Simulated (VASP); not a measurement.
# SnO (Fm-3m) in VASP: single point with PBEsol

Aim: the single point of SnO with PBEsol.

All numbers are computed with VASP 6.6.1; they aren't measurements. Logs are shortened: lines on timing, memory, paths and dates and some standing lists are left out, and cuts for length are marked.

## (1) The cell of the first run

Symmetry: Fm-3m, No. 225, cubic system. The conventional cell has a = 5.235 Å, b = 5.235 Å, c = 5.235 Å, α = 90.00°, β = 90.00°, γ = 90.00°. Within 3.5 Å of Sn (site symmetry m-3m) lie 6 O at 2.62 Å. Within 3.5 Å of O (site symmetry m-3m) lie 6 Sn at 2.62 Å.

## (2) Single point, PBEsol (Se replaced by O, lengths x 0.875, strained)

INCAR reads:

```
PREC     = Accurate       # precision mode
ENCUT    = 520            # plane-wave cutoff, eV
EDIFF    = 1E-6           # SCF threshold, eV
ISMEAR   = 0              # smearing method
SIGMA    = 0.02           # smearing width, eV
LREAL    = False          # projectors in reciprocal space
LASPH    = True           # aspherical terms in the spheres
NELM     = 80             # most SCF steps
ALGO     = Normal         # electronic algorithm
ISIF     = 2              # what is computed and relaxed
LWAVE    = False          # write WAVECAR
LCHARG   = False          # write CHGCAR
GGA      = PS             # functional
NBANDS   = 17             # bands
```

KPOINTS reads:

```
regular mesh
0
Gamma
  10 10 10
```

POSCAR reads:

```
SnO
1.0
    0.0000000000      2.6176323681      2.6176323681
    2.6176323681      0.0000000000      2.6176323681
    2.6176323681      2.6176323681      0.0000000000
Sn O
1 1
Direct
    0.0000000000      0.0000000000      0.0000000000
    0.5000000000      0.5000000000      0.5000000000
```

Potentials or basis: VASP PAW PBE potentials, release 64 (Sn_d, O).

Started as:

```sh
$ cat potpaw_PBE.64/Sn_d/POTCAR potpaw_PBE.64/O/POTCAR > POTCAR
$ mpirun -np 1 vasp_std > vasp.out
```

OUTCAR:

```text
PREC = Accurate
   ENCUT = 520
   EDIFF = 1E-6
   ISMEAR = 0
   LREAL = False
   LASPH = True
   NELM = 80
   ISIF = 2
   GGA = PS

 ion  position               nearest neighbor table
   1  0.000  0.000  0.000-   2 2.62   2 2.62   2 2.62   2 2.62   2 2.62   2 2.62
   2  0.500  0.500  0.500-   1 2.62   1 2.62   1 2.62   1 2.62   1 2.62   1 2.62

  LATTYP: Found a face centered cubic cell.
 ALAT       =     5.2352647362

  Lattice vectors:

 A1 = (   0.0000000000,   2.6176323681,   2.6176323681)
 A2 = (   2.6176323681,   0.0000000000,   2.6176323681)
 A3 = (   2.6176323681,   2.6176323681,   0.0000000000)

Analysis of symmetry for initial positions (statically):
=====================================================================
 Subroutine PRICEL returns:
 Original cell was already a primitive cell.

 Routine SETGRP: Setting up the symmetry group for a
 face centered cubic supercell.

 Subroutine GETGRP returns: Found 48 space group operations
 (whereof 48 operations were pure point group operations)
 out of a pool of 48 trial point group operations.

The static configuration has the point symmetry O_h .

Analysis of symmetry for dynamics (positions and initial velocities):
=====================================================================
 Subroutine PRICEL returns:
 Original cell was already a primitive cell.

 Routine SETGRP: Setting up the symmetry group for a
 face centered cubic supercell.

 Subroutine GETGRP returns: Found 48 space group operations
 (whereof 48 operations were pure point group operations)
 out of a pool of 48 trial point group operations.

The dynamic configuration has the point symmetry O_h .

 Subroutine INISYM returns: Found 48 space group operations
 (whereof 48 operations are pure point group operations),
 and found     1 'primitive' translations

----------------------------------------------------------------------------------------

                                     Primitive cell

  volume of cell :      35.8720

  direct lattice vectors                    reciprocal lattice vectors
     0.000000000  2.617632368  2.617632368    -0.191012308  0.191012308  0.191012308
     2.617632368  0.000000000  2.617632368     0.191012308 -0.191012308  0.191012308
     2.617632368  2.617632368  0.000000000     0.191012308  0.191012308 -0.191012308

  length of vectors
     3.701891196  3.701891196  3.701891196     0.330843022  0.330843022  0.330843022

  position of ions in fractional coordinates (direct lattice)
     0.000000000  0.000000000  0.000000000
     0.500000000  0.500000000  0.500000000

  ion indices of the primitive-cell ions
   primitive index   ion index
                 1           1
                 2           2

----------------------------------------------------------------------------------------

 KPOINTS: regular mesh

Automatic generation of k-mesh.
 Grid dimensions read from file:
 generate k-points for:   10   10   10

 Generating k-lattice:

  Cartesian coordinates                     Fractional coordinates (reciprocal lattice)
    -0.019101231  0.019101231  0.019101231     0.100000000  0.000000000  0.000000000
     0.019101231 -0.019101231  0.019101231     0.000000000  0.100000000  0.000000000
     0.019101231  0.019101231 -0.019101231     0.000000000  0.000000000  0.100000000

  Length of vectors
     0.033084302  0.033084302  0.033084302

  Shift w.r.t. Gamma in fractional coordinates (k-lattice)
     0.000000000  0.000000000  0.000000000

 Subroutine IBZKPT returns following result:
 ===========================================

 Found     47 irreducible k-points:

 Following reciprocal coordinates:
            Coordinates               Weight
  0.000000  0.000000  0.000000      1.000000
  0.100000  0.000000  0.000000      8.000000
  0.200000  0.000000  0.000000      8.000000
  0.300000  0.000000  0.000000      8.000000
  0.400000  0.000000  0.000000      8.000000
  0.500000  0.000000  0.000000      4.000000
[... 16 lines left out ...]
  0.300000  0.300000  0.000000      6.000000
  0.400000  0.300000  0.000000     24.000000
 [... further k-points ...]
   k-points           NKPTS =     47   k-points in BZ     NKDIM =     47   number of bands    NBANDS=     17
   number of dos      NEDOS =    301   number of ions     NIONS =      2
   total plane-waves  NPLWV =  21952
   dimension x,y,z NGX =    28 NGY =   28 NGZ =   28
   dimension x,y,z NGXF=    56 NGYF=   56 NGZF=   56
   ions per type =               1   1
   NGX,Y,Z   is equivalent  to a cutoff of  12.57, 12.57, 12.57 a.u.
   NGXF,Y,Z  is equivalent  to a cutoff of  25.15, 25.15, 25.15 a.u.
 SYSTEM =  unknown system
   PREC   = accura    normal or accurate (medium, high low for compatibility)
   ISTART =      0    job   : 0-new  1-cont  2-samecut
   ICHARG =      2    charge: 1-file 2-atom 10-const
   ISPIN  =      1    spin polarized calculation?
   LNONCOLLINEAR =      F non collinear calculations
   LSORBIT =      F    spin-orbit coupling
   LASPH  =      T    aspherical Exc in radial PAW
   ENCUT  =  520.0 eV  38.22 Ry    6.18 a.u.   6.88  6.88  6.88*2*pi/ulx,y,z
   NELM   =     80;   NELMIN=  2; NELMDL= -5     # of ELM steps
   EDIFF  = 0.1E-05   stopping-criterion for ELM
   LREAL  =      F    real-space projection
   EDIFFG = 0.1E-04   stopping-criterion for IOM
   NSW    =      0    number of steps for IOM
   IBRION =     -1    ionic relax: 0-MD 1-quasi-New 2-CG
   NFREE  =      0    steps in history (QN), initial steepest desc. (CG)
   ISIF   =      2    stress and relaxation
   ISYM   =      2    0-nonsym 1-usesym 2-fastsym
   POTIM  = 0.5000    time-step for ionic-motion
   TEBEG  =    0.0;   TEEND  =   0.0 temperature during run
   PSTRESS=    0.0 pullay stress
   NELECT =      20.0000    total number of electrons
   NUPDOWN=      -1.0000    fix difference up-down
   EMIN   =  10.00;   EMAX   =-10.00  energy-range for DOS
   EFERMI =   0.00;   METHOD = LEGACY
   ISMEAR =     0;   SIGMA  =   0.02  broadening in eV -4-tet -1-fermi 0-gaus
   EFERMI_NEDOS =   21; number of points for ismear=-14 and -15
   IALGO  =     38    algorithm
   IMIX   =      4    mixing-type and parameters
     AMIX     =   0.40;   BMIX     =  1.00
     AMIX_MAG =   1.60;   BMIX_MAG =  1.00
  volume/ion in A,a.u.               =      17.94       121.04
  Fermi-wavevector in a.u.,A,eV,Ry     =   1.347409  2.546234 24.701535  1.815512
  Thomas-Fermi vector in A             =   2.475162
   LORBIT       =      0    0 simple, 1 ext, 2 COOP (PROOUT), +10 PAW based schemes
   GGA     = PS    functional components
   LHFCALC =     F    Hartree Fock is set to
   AEXX    =    0.0000 exact exchange contribution
   IVDW    =     0    specifies the selected vdW correction
   LEPSILON=     F    determine dielectric tensor
   LRPA    =     F    only Hartree local field effects (RPA)
 non-spin polarized calculation
 Gauss-broadening in eV      SIGMA  =   0.02
  energy-cutoff  :      520.00
  volume of cell :       35.87
 maximum number of plane-waves:       982
   NGX = 13   NGY = 13   NGZ = 13

 number of electron      20.0000011 magnetization

 Free energy of the ion-electron system (eV)
  ---------------------------------------------------
  ext. energy  EPLUGINS =         0.00000000
  ---------------------------------------------------
  free energy    TOTEN  =       -11.10006847 eV

  energy without entropy =      -11.10006847  energy(sigma->0) =      -11.10006847

 E-fermi :   6.2870     XC(G=0): -10.5898

 val. band max:        6.1366674441   @ k =  -0.4000   0.2000   0.1000
 cond. band min:       6.8281081248   @ k =   0.5000   0.1000   0.0000
 fundamental gap:      0.6914406808
 Fermi energy:         6.2869698372

 k-point     1 :       0.0000    0.0000    0.0000
  band No.  band energies     occupation
      1     -14.8997      2.00000
      2     -14.8997      2.00000
      3     -14.8997      2.00000
      4     -14.8449      2.00000
      5     -14.8449      2.00000
      6     -11.4407      2.00000
[... 9 lines left out ...]
     16      16.2515      0.00000
     17      16.7204      0.00000

 k-point     2 :       0.1000    0.0000    0.0000
  band No.  band energies     occupation
      1     -14.8992      2.00000
      2     -14.8964      2.00000
      3     -14.8964      2.00000
      4     -14.8458      2.00000
      5     -14.8458      2.00000
      6     -11.3956      2.00000
[... 9 lines left out ...]
     16      16.6153      0.00000
     17      18.5900      0.00000

 k-point     3 :       0.2000    0.0000    0.0000
  band No.  band energies     occupation
      1     -14.8979      2.00000
      2     -14.8900      2.00000
      3     -14.8900      2.00000
      4     -14.8458      2.00000
      5     -14.8458      2.00000
      6     -11.2741      2.00000
[... 9 lines left out ...]
     16      17.3987      0.00000
     17      20.5174      0.00000

 k-point     4 :       0.3000    0.0000    0.0000
  band No.  band energies     occupation
      1     -14.8966      2.00000
      2     -14.8880      2.00000
      3     -14.8880      2.00000
      4     -14.8399      2.00000
      5     -14.8399      2.00000
      6     -11.1169      2.00000
[... 9 lines left out ...]
     16      18.3619      0.00000
     17      21.1396      0.00000

 k-point     5 :       0.4000    0.0000    0.0000
  band No.  band energies     occupation
      1     -14.8957      2.00000
      2     -14.8903      2.00000
      3     -14.8903      2.00000
      4     -14.8311      2.00000
      5     -14.8311      2.00000
      6     -10.9833      2.00000
[... 9 lines left out ...]
     16      19.3278      0.00000
     17      20.6644      0.00000

 k-point     6 :       0.5000    0.0000    0.0000
  band No.  band energies     occupation
      1     -14.8954      2.00000
      2     -14.8918      2.00000
      3     -14.8918      2.00000
      4     -14.8271      2.00000
      5     -14.8271      2.00000
      6     -10.9310      2.00000
[... 9 lines left out ...]
     16      19.8143      0.00000
     17      20.3407      0.00000

 k-point     7 :       0.1000    0.1000    0.0000
  band No.  band energies     occupation
      1     -14.9028      2.00000
      2     -14.8931      2.00000
      3     -14.8931      2.00000
      4     -14.8517      2.00000
      5     -14.8421      2.00000
      6     -11.3790      2.00000
[... 9 lines left out ...]
     16      17.3352      0.00000
     17      18.6770      0.00000

 k-point     8 :       0.2000    0.1000    0.0000
  band No.  band energies     occupation
      1     -14.9036      2.00000
      2     -14.8864      2.00000
      3     -14.8857      2.00000
      4     -14.8590      2.00000
      5     -14.8394      2.00000
      6     -11.2788      2.00000
[... 9 lines left out ...]
     16      18.2689      0.00000
     17      20.5204      0.00000
[... 203 lines left out ...]
      1     -14.9193      2.00000
      2     -14.8908      2.00000
      3     -14.8680      2.00000
      4     -14.8566      2.00000
      5     -14.8249      2.00000
      6     -10.8180      2.00000
[... 9 lines left out ...]
     16      20.6283      0.00000
     17      21.7958      0.00000

 k-point    20 :      -0.4000    0.2000    0.0000
  band No.  band energies     occupation
      1     -14.9138      2.00000
      2     -14.8823      2.00000
      3     -14.8699      2.00000
      4     -14.8556      2.00000
      5     -14.8337      2.00000
      6     -10.8119      2.00000
[... 9 lines left out ...]
     16      19.7297      0.00000
     17      22.4896      0.00000

 k-point    21 :      -0.3000    0.2000    0.0000
  band No.  band energies     occupation
      1     -14.9021      2.00000
      2     -14.8849      2.00000
      3     -14.8697      2.00000
      4     -14.8495      2.00000
      5     -14.8489      2.00000
      6     -10.8995      2.00000
[... 9 lines left out ...]
     16      18.5850      0.00000
     17      22.1153      0.00000

 k-point    22 :      -0.2000    0.2000    0.0000
  band No.  band energies     occupation
      1     -14.8924      2.00000
      2     -14.8907      2.00000
      3     -14.8735      2.00000
      4     -14.8584      2.00000
      5     -14.8433      2.00000
      6     -11.0432      2.00000
[... 9 lines left out ...]
     16      18.4441      0.00000
     17      21.4701      0.00000

 k-point    23 :       0.3000    0.3000    0.0000
  band No.  band energies     occupation
      1     -14.9278      2.00000
      2     -14.9207      2.00000
      3     -14.8534      2.00000
      4     -14.8534      2.00000
      5     -14.8254      2.00000
      6     -10.9384      2.00000
[... 9 lines left out ...]
     16      22.1585      0.00000
     17      22.2192      0.00000

 k-point    24 :       0.4000    0.3000    0.0000
  band No.  band energies     occupation
      1     -14.9491      2.00000
      2     -14.9207      2.00000
      3     -14.8469      2.00000
      4     -14.8458      2.00000
      5     -14.8213      2.00000
      6     -10.8064      2.00000
[... 9 lines left out ...]
     16      22.0992      0.00000
     17      22.1714      0.00000

 [... further k-points ...]
[... 5 lines left out ...]
  --------------------------------------------------------------------------------------
  -------------------------------------------------------------------------------------
  Total       -2.1259081     -2.1259081     -2.1259081      0.0000000      0.0000000      0.0000000
  in kB      -94.9509081    -94.9509081    -94.9509081      0.0000000      0.0000000      0.0000000
  external PRESSURE =     -94.9509081 kB  Pullay stress =       0.0000000 kB

 VOLUME and BASIS-vectors are now :
 -----------------------------------------------------------------------------
  energy-cutoff  :      520.00
  volume of cell :       35.87
      direct lattice vectors                 reciprocal lattice vectors
     0.000000000  2.617632368  2.617632368    -0.191012308  0.191012308  0.191012308
     2.617632368  0.000000000  2.617632368     0.191012308 -0.191012308  0.191012308
     2.617632368  2.617632368  0.000000000     0.191012308  0.191012308 -0.191012308

 POSITION                                       TOTAL-FORCE (eV/Angst)
 -----------------------------------------------------------------------------------
      0.00000      0.00000      0.00000        -0.000000      0.000000     -0.000000
      2.61763      2.61763      2.61763         0.000000     -0.000000      0.000000
 -----------------------------------------------------------------------------------
    total drift:                                0.000000      0.000000      0.000000

  FREE ENERGIE OF THE ION-ELECTRON SYSTEM (eV)
  ---------------------------------------------------
  free  energy   TOTEN  =       -11.1000684747 eV

  energy  without entropy=      -11.1000684747  energy(sigma->0) =      -11.10006847
```

It took 14 s on 1 thread of Intel Xeon 6975P-C (Granite Rapids), shared host; peak memory 0.17 GiB.

What came out:

| Quantity | Value |
| --- | --- |
| Free energy | -11.1001 eV |
| Pressure | -9.5 GPa |
| Band gap on the k mesh | 0.69 eV (least direct gap 0.73 eV) |

Caveat: the cell differs from its parent crystal (Se replaced by O, lengths x 0.875, strained); the cell stands under tension; the PAW data sets were made with another functional, which shifts forces and pressure a little; spin-orbit coupling is left out, which moves the levels of the heavy elements. A k mesh can miss the band edges.
